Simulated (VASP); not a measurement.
# MoSe (Pm-3m) in VASP: further runs

The runs below take MoSe through single point, with PBE+U.

All numbers are computed with VASP 6.6.1; they aren't measurements. Logs are shortened: lines on timing, memory, paths and dates and some standing lists are left out, and cuts for length are marked.

## Step 1: The cell of the first run

It takes space group Pm-3m (No. 221, cubic). Conventional cell: a = 3.580 Å, b = 3.580 Å, c = 3.580 Å, α = 90.00°, β = 90.00°, γ = 90.00°. Mo (site symmetry m-3m) has 8 Se at 3.10 Å and 6 Mo at 3.58 Å within 4.1 Å. Se (site symmetry m-3m) has 8 Mo at 3.10 Å and 6 Se at 3.58 Å within 4.1 Å.

## Step 2: Single point, PBE+U

The input, INCAR:

```
SYSTEM = MoSe
  PREC = Accurate
  ENCUT = 520
  EDIFF = 1E-6
  ISMEAR = 0
  SIGMA = 0.1
  LREAL = .False.
  LASPH = .True.
  NELM = 150
  ALGO = Normal
  ISIF = 2
  LWAVE = .False.
  LCHARG = .True.
  LMAXMIX = 4
  LDAU = .True.
  LDAUTYPE = 2
  LDAUL = 2 -1
  LDAUU = 4.38 0
  LDAUJ = 0 0
  LDAUPRINT = 1
  GGA = PE
  LELF = .True.
  LVHAR = .True.
  NBANDS = 17
```

The input, KPOINTS:

```
regular mesh
0
Gamma
  12 12 12
  0 0 0
```

The input, POSCAR:

```
MoSe
1.0
    3.5798454273      0.0000000000      0.0000000000
    0.0000000000      3.5798454273      0.0000000000
    0.0000000000      0.0000000000      3.5798454273
Mo Se
1 1
Direct
    0.0000000000      0.0000000000      0.0000000000
    0.5000000000      0.5000000000      0.5000000000
```

Potentials or basis: VASP PAW PBE potentials, release 64 (Mo_sv, Se).

Started as:

```console
$ cat potpaw_PBE.64/Mo_sv/POTCAR potpaw_PBE.64/Se/POTCAR > POTCAR
$ mpirun -np 1 vasp_std > vasp.out
```

OUTCAR:

```text
SYSTEM = MoSe
   PREC = Accurate
   ENCUT = 520
   EDIFF = 1E-6
   ISMEAR = 0
   LREAL = .False.
   LASPH = .True.
   NELM = 150
   ISIF = 2
   GGA = PE

 ion  position               nearest neighbor table
   1  0.000  0.000  0.000-   2 3.10   2 3.10   2 3.10   2 3.10   2 3.10   2 3.10   2 3.10   2 3.10

   2  0.500  0.500  0.500-   1 3.10   1 3.10   1 3.10   1 3.10   1 3.10   1 3.10   1 3.10   1 3.10

  LATTYP: Found a simple cubic cell.
 ALAT       =     3.5798454273

  Lattice vectors:

 A1 = (   3.5798454273,   0.0000000000,   0.0000000000)
 A2 = (   0.0000000000,   3.5798454273,   0.0000000000)
 A3 = (   0.0000000000,   0.0000000000,   3.5798454273)

Analysis of symmetry for initial positions (statically):
=====================================================================
 Subroutine PRICEL returns:
 Original cell was already a primitive cell.

 Routine SETGRP: Setting up the symmetry group for a
 simple cubic supercell.

 Subroutine GETGRP returns: Found 48 space group operations
[... 9 lines left out ...]

 Routine SETGRP: Setting up the symmetry group for a
 simple cubic supercell.

 Subroutine GETGRP returns: Found 48 space group operations
[... 11 lines left out ...]
                                     Primitive cell

  volume of cell :      45.8768

  direct lattice vectors                    reciprocal lattice vectors
     3.579845427  0.000000000  0.000000000     0.279341670  0.000000000  0.000000000
     0.000000000  3.579845427  0.000000000     0.000000000  0.279341670  0.000000000
     0.000000000  0.000000000  3.579845427     0.000000000  0.000000000  0.279341670

  length of vectors
     3.579845427  3.579845427  3.579845427     0.279341670  0.279341670  0.279341670

  position of ions in fractional coordinates (direct lattice)
     0.000000000  0.000000000  0.000000000
     0.500000000  0.500000000  0.500000000

  ion indices of the primitive-cell ions
   primitive index   ion index
                 1           1
                 2           2

----------------------------------------------------------------------------------------

 KPOINTS: regular mesh

Automatic generation of k-mesh.
 Grid dimensions read from file:
 generate k-points for:   12   12   12
[... 105 lines left out ...]
   NGX = 13   NGY = 13   NGZ = 13

atom =   1  type =  1  l = 2

 onsite density matrix

spin component  1

  0.0942  0.0000 -0.0000  0.0000 -0.0000
  0.0000  0.0942 -0.0000 -0.0000  0.0000
 -0.0000 -0.0000  0.8031 -0.0000 -0.0000
  0.0000 -0.0000 -0.0000  0.0942 -0.0000
 -0.0000  0.0000 -0.0000 -0.0000  0.8031

spin component  2

  0.0942  0.0000 -0.0000  0.0000 -0.0000
  0.0000  0.0942 -0.0000 -0.0000  0.0000
 -0.0000 -0.0000  0.8031 -0.0000 -0.0000
  0.0000 -0.0000 -0.0000  0.0942 -0.0000
 -0.0000  0.0000 -0.0000 -0.0000  0.8031

 occupancies and eigenvectors

  o =  0.0942  v =  0.0000  0.8583 -0.0000 -0.5132 -0.0000  0.0000  0.0000  0.0000  0.0000  0.0000      0.0000  0.0000  0.0000  0.0000  0.0000  0.0000  0.0000  0.0000  0.0000  0.0000
  o =  0.0942  v =  0.0000  0.0000  0.0000  0.0000  0.0000  0.0000  0.8583 -0.0000 -0.5132 -0.0000      0.0000  0.0000  0.0000  0.0000  0.0000  0.0000  0.0000  0.0000  0.0000  0.0000
  o =  0.0942  v =  0.0000  0.5132 -0.0000  0.8583  0.0000  0.0000  0.0000  0.0000  0.0000  0.0000      0.0000  0.0000  0.0000  0.0000  0.0000  0.0000  0.0000  0.0000  0.0000  0.0000
  o =  0.0942  v =  0.0000  0.0000  0.0000  0.0000  0.0000  0.0000  0.5132 -0.0000  0.8583  0.0000      0.0000  0.0000  0.0000  0.0000  0.0000  0.0000  0.0000  0.0000  0.0000  0.0000
  o =  0.0942  v =  1.0000  0.0000  0.0000  0.0000  0.0000  0.0000  0.0000  0.0000  0.0000  0.0000      0.0000  0.0000  0.0000  0.0000  0.0000  0.0000  0.0000  0.0000  0.0000  0.0000
  o =  0.0942  v =  0.0000  0.0000  0.0000  0.0000  0.0000  1.0000  0.0000  0.0000  0.0000  0.0000      0.0000  0.0000  0.0000  0.0000  0.0000  0.0000  0.0000  0.0000  0.0000  0.0000
  o =  0.8031  v =  0.0000  0.0000  0.0000  0.0000  0.0000  0.0000 -0.0000 -0.0018 -0.0000  1.0000      0.0000  0.0000  0.0000  0.0000  0.0000  0.0000  0.0000  0.0000  0.0000  0.0000
  o =  0.8031  v =  0.0000 -0.0000 -0.0018 -0.0000  1.0000  0.0000  0.0000  0.0000  0.0000  0.0000      0.0000  0.0000  0.0000  0.0000  0.0000  0.0000  0.0000  0.0000  0.0000  0.0000
  o =  0.8031  v =  0.0000  0.0000  0.0000  0.0000  0.0000  0.0000 -0.0000 -1.0000 -0.0000 -0.0018      0.0000  0.0000  0.0000  0.0000  0.0000  0.0000  0.0000  0.0000  0.0000  0.0000
  o =  0.8031  v =  0.0000 -0.0000 -1.0000 -0.0000 -0.0018  0.0000  0.0000  0.0000  0.0000  0.0000      0.0000  0.0000  0.0000  0.0000  0.0000  0.0000  0.0000  0.0000  0.0000  0.0000

 number of electron      19.9999996 magnetization

 Free energy of the ion-electron system (eV)
  ---------------------------------------------------
  ext. energy  EPLUGINS =         0.00000000
  ---------------------------------------------------
  free energy    TOTEN  =        -8.08610474 eV

  energy without entropy =       -8.08610472  energy(sigma->0) =       -8.08610473

 E-fermi :   6.4595     XC(G=0): -10.5652

 val. band max:        6.1264963508   @ k =   0.5000   0.5000   0.5000
 cond. band min:       6.7552523945   @ k =   0.0000   0.0000   0.0000
 fundamental gap:      0.6287560438
 Fermi energy:         6.4595108880

 k-point     1 :       0.0000    0.0000    0.0000
  band No.  band energies     occupation
      1     -55.1127      2.00000
      2     -29.1198      2.00000
      3     -29.1197      2.00000
      4     -29.1197      2.00000
      5      -7.4738      2.00000
      6       3.3704      2.00000
[... 457 lines left out ...]
      4     -29.1113      2.00000
      5      -6.4197      2.00000
      6       1.4705      2.00000
[... 9 lines left out ...]
     16      15.1011      0.00000
     17      16.1052      0.00000

 [... further k-points ...]
[... 5 lines left out ...]
  --------------------------------------------------------------------------------------
  -------------------------------------------------------------------------------------
  Total       -3.8016084     -3.8016084     -3.8016084     -0.0000000     -0.0000000      0.0000000
  in kB     -132.7654708   -132.7654708   -132.7654708     -0.0000000     -0.0000000      0.0000000
  external PRESSURE =    -132.7654708 kB  Pullay stress =       0.0000000 kB

 VOLUME and BASIS-vectors are now :
 -----------------------------------------------------------------------------
  energy-cutoff  :      520.00
  volume of cell :       45.88
      direct lattice vectors                 reciprocal lattice vectors
     3.579845427  0.000000000  0.000000000     0.279341670  0.000000000  0.000000000
     0.000000000  3.579845427  0.000000000     0.000000000  0.279341670  0.000000000
     0.000000000  0.000000000  3.579845427     0.000000000  0.000000000  0.279341670

 POSITION                                       TOTAL-FORCE (eV/Angst)
 -----------------------------------------------------------------------------------
      0.00000      0.00000      0.00000         0.000000      0.000000      0.000000
      1.78992      1.78992      1.78992         0.000000      0.000000      0.000000
 -----------------------------------------------------------------------------------
    total drift:                               -0.000000      0.000000     -0.000000

  FREE ENERGIE OF THE ION-ELECTRON SYSTEM (eV)
  ---------------------------------------------------
  free  energy   TOTEN  =        -8.0861047357 eV

  energy  without entropy=       -8.0861047246  energy(sigma->0) =       -8.08610473
```

stdout:

```text
POSCAR found type information on POSCAR MoSe
 POSCAR found :  2 types and       2 ions
 scaLAPACK will be used
 LDA part: xc-table for (Slater+PW92), standard interpolation
 POSCAR, INCAR and KPOINTS ok, starting setup
 FFT: planning ... GRIDC
 FFT: planning ... GRID_SOFT
 FFT: planning ... GRID
 WAVECAR not read
 entering main loop
```

Run time: 3 min. Hardware: 1 thread of Intel Xeon Platinum 8488C (Sapphire Rapids), shared host; peak memory 0.2 GiB.

Results:

| Property | Result |
| --- | --- |
| Free energy | -8.0861 eV |
| Pressure | -13.3 GPa |
| Band gap on the k mesh | 0.63 eV, indirect (least direct gap 1.08 eV) |

Levels at points of the mesh, in eV from the valence-band top:
```tsv
k point	band 7	band 8	band 9	band 10	band 11	band 12	band 13	band 14
(0.00, 0.00, 0.00)	-2.76	-1.20	-1.20	-1.20	0.63	1.97	1.97	1.97
(0.50, 0.00, 0.00)	-2.39	-1.71	-1.71	-0.07	2.14	3.44	3.44	3.95
(0.50, 0.50, 0.00)	-4.10	-2.50	-0.18	-0.05	1.03	1.03	1.08	2.66
(0.50, 0.50, 0.50)	-4.30	-4.30	0.00	0.00	2.91	2.91	2.91	3.83
```

Eigenvalues of the final occupation matrices:
| site | spin | trace | eigenvalues |
| --- | --- | --- | --- |
| site 1 d | 1 | 1.89 | 0.09 0.09 0.09 0.80 0.80 |
| site 1 d | 2 | 1.89 | 0.09 0.09 0.09 0.80 0.80 |

A k mesh can miss the band edges.

## Step 3: Single point, PBE+U

This run uses another cell than the first one, of 24.26 Å³/atom, 1.058 times its volume.

The input, INCAR:

```
PREC = Accurate
ENCUT = 520
EDIFF = 1E-6
ISMEAR = 0
SIGMA = 0.1
LREAL = False
LASPH = True
NELM = 150
ALGO = Normal
ISIF = 2
LWAVE = False
LCHARG = False
LMAXMIX = 4
LDAU = True
LDAUTYPE = 2
LDAUL = 2 -1
LDAUU = 4.38 0
LDAUJ = 0 0
LDAUPRINT = 1
GGA = PE
NBANDS = 17
```

The input, KPOINTS:

```
Automatic mesh
0
Gamma
  12 12 12
```

The input, POSCAR:

```
MoSe
1.0
    3.6474055683      0.0000000000      0.0000000000
    0.0000000000      3.6474055683      0.0000000000
    0.0000000000      0.0000000000      3.6474055683
Mo Se
1 1
Direct
    0.0000000000      0.0000000000      0.0000000000
    0.5000000000      0.5000000000      0.5000000000
```

Potentials or basis: VASP PAW PBE potentials, release 64 (Mo_sv, Se).

Started as:

```console
$ cat potpaw_PBE.64/Mo_sv/POTCAR potpaw_PBE.64/Se/POTCAR > POTCAR
$ mpirun -np 1 vasp_std > vasp.out
```

OUTCAR:

```text
PREC = Accurate
   ENCUT = 520
   EDIFF = 1E-6
   ISMEAR = 0
   LREAL = False
   LASPH = True
   NELM = 150
   ISIF = 2
   GGA = PE

 ion  position               nearest neighbor table
   1  0.000  0.000  0.000-
   2  0.500  0.500  0.500-

  LATTYP: Found a simple cubic cell.
 ALAT       =     3.6474055683

  Lattice vectors:

 A1 = (   3.6474055683,   0.0000000000,   0.0000000000)
 A2 = (   0.0000000000,   3.6474055683,   0.0000000000)
 A3 = (   0.0000000000,   0.0000000000,   3.6474055683)

Analysis of symmetry for initial positions (statically):
=====================================================================
 Subroutine PRICEL returns:
 Original cell was already a primitive cell.

 Routine SETGRP: Setting up the symmetry group for a
 simple cubic supercell.

 Subroutine GETGRP returns: Found 48 space group operations
[... 9 lines left out ...]

 Routine SETGRP: Setting up the symmetry group for a
 simple cubic supercell.

 Subroutine GETGRP returns: Found 48 space group operations
[... 11 lines left out ...]
                                     Primitive cell

  volume of cell :      48.5235

  direct lattice vectors                    reciprocal lattice vectors
     3.647405568  0.000000000  0.000000000     0.274167482  0.000000000  0.000000000
     0.000000000  3.647405568  0.000000000     0.000000000  0.274167482  0.000000000
[... 148 lines left out ...]
 occupancies and eigenvectors

  o =  0.0859  v =  0.0000 -0.7118 -0.0000 -0.7024 -0.0000  0.0000  0.0000  0.0000  0.0000  0.0000      0.0000  0.0000  0.0000  0.0000  0.0000  0.0000  0.0000  0.0000  0.0000  0.0000
  o =  0.0859  v =  0.0000  0.0000  0.0000  0.0000  0.0000  0.0000 -0.7118 -0.0000 -0.7024 -0.0000      0.0000  0.0000  0.0000  0.0000  0.0000  0.0000  0.0000  0.0000  0.0000  0.0000
  o =  0.0859  v =  0.0000  0.7024 -0.0000 -0.7118 -0.0000  0.0000  0.0000  0.0000  0.0000  0.0000      0.0000  0.0000  0.0000  0.0000  0.0000  0.0000  0.0000  0.0000  0.0000  0.0000
  o =  0.0859  v =  0.0000  0.0000  0.0000  0.0000  0.0000  0.0000  0.7024 -0.0000 -0.7118 -0.0000      0.0000  0.0000  0.0000  0.0000  0.0000  0.0000  0.0000  0.0000  0.0000  0.0000
  o =  0.0859  v =  1.0000  0.0000  0.0000  0.0000  0.0000  0.0000  0.0000  0.0000  0.0000  0.0000      0.0000  0.0000  0.0000  0.0000  0.0000  0.0000  0.0000  0.0000  0.0000  0.0000
  o =  0.0859  v =  0.0000  0.0000  0.0000  0.0000  0.0000  1.0000  0.0000  0.0000  0.0000  0.0000      0.0000  0.0000  0.0000  0.0000  0.0000  0.0000  0.0000  0.0000  0.0000  0.0000
  o =  0.8121  v =  0.0000  0.0000  0.0000  0.0000  0.0000  0.0000  0.0000 -0.0001  0.0000  1.0000      0.0000  0.0000  0.0000  0.0000  0.0000  0.0000  0.0000  0.0000  0.0000  0.0000
  o =  0.8121  v =  0.0000  0.0000 -0.0001  0.0000  1.0000  0.0000  0.0000  0.0000  0.0000  0.0000      0.0000  0.0000  0.0000  0.0000  0.0000  0.0000  0.0000  0.0000  0.0000  0.0000
  o =  0.8121  v =  0.0000  0.0000  0.0000  0.0000  0.0000  0.0000  0.0000 -1.0000  0.0000 -0.0001      0.0000  0.0000  0.0000  0.0000  0.0000  0.0000  0.0000  0.0000  0.0000  0.0000
  o =  0.8121  v =  0.0000  0.0000 -1.0000  0.0000 -0.0001  0.0000  0.0000  0.0000  0.0000  0.0000      0.0000  0.0000  0.0000  0.0000  0.0000  0.0000  0.0000  0.0000  0.0000  0.0000

 number of electron      19.9999993 magnetization

 Free energy of the ion-electron system (eV)
  ---------------------------------------------------
  ext. energy  EPLUGINS =         0.00000000
  ---------------------------------------------------
  free energy    TOTEN  =        -7.85639384 eV

  energy without entropy =       -7.85639368  energy(sigma->0) =       -7.85639376

 E-fermi :   5.6543     XC(G=0): -10.2943

 val. band max:        5.3580026073   @ k =   0.5000   0.5000   0.0000
 cond. band min:       5.9012927287   @ k =   0.0000   0.0000   0.0000
 fundamental gap:      0.5432901214
 Fermi energy:         5.6543136114

 k-point     1 :       0.0000    0.0000    0.0000
  band No.  band energies     occupation
      1     -55.7494      2.00000
      2     -29.7561      2.00000
      3     -29.7560      2.00000
      4     -29.7559      2.00000
      5      -7.7601      2.00000
      6       2.8958      2.00000
[... 457 lines left out ...]
      4     -29.7496      2.00000
      5      -6.8261      2.00000
      6       1.1539      2.00000
[... 9 lines left out ...]
     16      14.1198      0.00000
     17      15.2773      0.00000

 [... further k-points ...]
[... 5 lines left out ...]
  --------------------------------------------------------------------------------------
  -------------------------------------------------------------------------------------
  Total       -4.3806978     -4.3806978     -4.3806978     -0.0000000      0.0000000     -0.0000000
  in kB     -144.6444285   -144.6444285   -144.6444285     -0.0000000      0.0000000     -0.0000000
  external PRESSURE =    -144.6444285 kB  Pullay stress =       0.0000000 kB

 VOLUME and BASIS-vectors are now :
 -----------------------------------------------------------------------------
  energy-cutoff  :      520.00
  volume of cell :       48.52
      direct lattice vectors                 reciprocal lattice vectors
     3.647405568  0.000000000  0.000000000     0.274167482  0.000000000  0.000000000
     0.000000000  3.647405568  0.000000000     0.000000000  0.274167482  0.000000000
     0.000000000  0.000000000  3.647405568     0.000000000  0.000000000  0.274167482

 POSITION                                       TOTAL-FORCE (eV/Angst)
 -----------------------------------------------------------------------------------
      0.00000      0.00000      0.00000         0.000000      0.000000      0.000000
      1.82370      1.82370      1.82370         0.000000      0.000000      0.000000
 -----------------------------------------------------------------------------------
    total drift:                               -0.000000      0.000000     -0.000000

  FREE ENERGIE OF THE ION-ELECTRON SYSTEM (eV)
  ---------------------------------------------------
  free  energy   TOTEN  =        -7.8563938420 eV

  energy  without entropy=       -7.8563936794  energy(sigma->0) =       -7.85639376
```

OSZICAR:

```text
N       E                     dE             d eps       ncg     rms          rms(c)
DAV:   1     0.131704981359E+03    0.13170E+03   -0.10086E+04  2872   0.109E+03
DAV:   2    -0.416544702753E+01   -0.13587E+03   -0.13308E+03  3683   0.285E+02
DAV:   3    -0.798808972408E+01   -0.38226E+01   -0.37640E+01  3145   0.432E+01
[... 32 lines left out ...]
DAV:  36    -0.785639273485E+01   -0.28442E-03   -0.41393E-04  2882   0.903E-02    0.207E-02
DAV:  37    -0.785638457898E+01    0.81559E-05   -0.80722E-05  2946   0.415E-02    0.213E-02
DAV:  38    -0.785639171713E+01   -0.71382E-05   -0.90171E-06  2717   0.186E-02    0.907E-03
DAV:  39    -0.785639437049E+01   -0.26534E-05   -0.24734E-06  2458   0.898E-03    0.508E-03
DAV:  40    -0.785639384195E+01    0.52854E-06   -0.29941E-07  1431   0.353E-03
   1 F= -.78563938E+01 E0= -.78563938E+01  d E =-.162508E-06
```

Run time: 4.2 min. Hardware: 1 thread of Intel Xeon Platinum 8488C (Sapphire Rapids), shared host; peak memory 0.2 GiB.

What came out:

```
Free energy            : -7.8564 eV
Pressure               : -14.5 GPa
Band gap on the k mesh : 0.54 eV, indirect (least direct gap 1.24 eV)
```

Levels at points of the mesh, in eV from the valence-band top:
| k point | band 7 | band 8 | band 9 | band 10 | band 11 | band 12 | band 13 | band 14 |
| --- | --- | --- | --- | --- | --- | --- | --- | --- |
| (0.00, 0.00, 0.00) | -2.46 | -0.95 | -0.95 | -0.95 | 0.54 | 2.12 | 2.12 | 2.12 |
| (0.50, 0.00, 0.00) | -2.15 | -1.39 | -1.39 | -0.04 | 2.28 | 3.42 | 3.42 | 3.91 |
| (0.50, 0.50, 0.00) | -3.67 | -2.22 | -0.04 | 0.00 | 1.24 | 1.27 | 1.27 | 2.63 |
| (0.50, 0.50, 0.50) | -3.81 | -3.81 | 0.00 | 0.00 | 3.09 | 3.09 | 3.09 | 3.79 |

Eigenvalues of the final occupation matrices:
| site | spin | trace | eigenvalues |
| --- | --- | --- | --- |
| site 1 d | 1 | 1.88 | 0.09 0.09 0.09 0.81 0.81 |
| site 1 d | 2 | 1.88 | 0.09 0.09 0.09 0.81 0.81 |
